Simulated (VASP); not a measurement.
Yb:

```
CELL_PARAMETERS angstrom
0.00000 2.74310 2.74310
2.74310 0.00000 2.74310
2.74310 2.74310 0.00000
ATOMIC_POSITIONS crystal
Yb 0.00000 0.00000 0.00000
```

Program: VASP 6.6.1. Alike in all runs: task single point; potentials or basis VASP PAW PBE potentials, release 64 (Yb); cell as given; cutoff (eV) 520.

Task: Order these runs on this cell by their pressure, lowest first.
A. level PBE; spin collinear, ferromagnetic start; k mesh 8 × 8 × 8; smearing fermi-dirac 0.05 eV
B. level PBEsol; spin collinear, ferromagnetic start; k mesh 8 × 8 × 8; smearing gaussian 0.1 eV
C. level LDA; spin collinear, ferromagnetic start; k mesh 8 × 8 × 8; smearing gaussian 0.02 eV
D. level PBE; spin collinear, ferromagnetic start; fixed moment (μB) 0.5; k mesh 7 × 7 × 7; smearing fermi-dirac 0.05 eV
E. level PBE; spin collinear, zero start; fixed moment (μB) 0.0; k mesh 7 × 7 × 7; smearing fermi-dirac 0.05 eV

Result: C (-5.5 GPa), E (-2.5 GPa), D (0.9 GPa), B (3.1 GPa), A (6.9 GPa).

Caveats: the total moment is fixed, so each spin has its own Fermi level (some runs); the PAW data sets were made with another functional, which shifts forces and pressure a little (some runs).
